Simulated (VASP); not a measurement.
Set up this calculation in VASP 6.6.1, as the native input.

- Task: single point
- Functional: LDA
- Potentials or basis: VASP PAW LDA potentials, release 64 (Sn_d, O)
- Cutoff: 520 eV
- k mesh: 6 × 6 × 8
- Occupations: gaussian, width 0.05 eV
- Spin: no spin polarisation
- Dipole correction: no
- Further INCAR settings: ALGO = Normal; EDIFF = 1e-06; NBANDS = 35

The structure of SnO2 lies in POSCAR:

```
SnO2
1.0
    4.7201335122      0.0000000000      0.0000000000
    0.0000000000      4.7206343096      0.0000000000
    0.0000000000      0.0000000000      3.1888226875
Sn O
2 4
Direct
    0.4978314689      0.4974954351      0.5000000000
    0.0021729791     -0.0025084053      0.0000000000
    0.2979689141      0.3154734637      0.0000000000
    0.8139986539      0.2031242515      0.5000000000
    0.2020145839      0.8154592593      0.5000000000
    0.6859848441      0.7031384559      0.0000000000
```

This cell differs from its parent crystal: atoms displaced along a vibrational mode.

These files were run (other wordings do the same):

INCAR

```
SYSTEM = SnO2
ALGO = Normal
EDIFF = 1E-6
ENCUT = 520
ISIF = 2
ISMEAR = 0
LASPH = .True.
LCHARG = .False.
LREAL = .False.
LWAVE = .False.
NBANDS = 35
NELM = 100
PREC = Accurate
SIGMA = 0.05
```

KPOINTS

```
k-points
0
Gamma
  6 6 8
  0 0 0
```

Potentials or basis: VASP PAW LDA potentials, release 64 (Sn_d, O).

Run with:

```sh
$ cat potpaw_LDA.64/Sn_d/POTCAR potpaw_LDA.64/O/POTCAR > POTCAR
$ mpirun -np 1 vasp_std > vasp.out
```

It gave:

The pressure is 1.3 GPa. The largest force is 0.348 eV/Å and the band gap on the k mesh is 1.21 eV.

Caveat: the cell differs from its parent crystal (atoms displaced along a vibrational mode); spin-orbit coupling is left out, which moves the levels of the heavy elements.

It took 5 min on 1 thread of Intel Xeon 8259CL (shared host), peak memory 0.29 GiB.
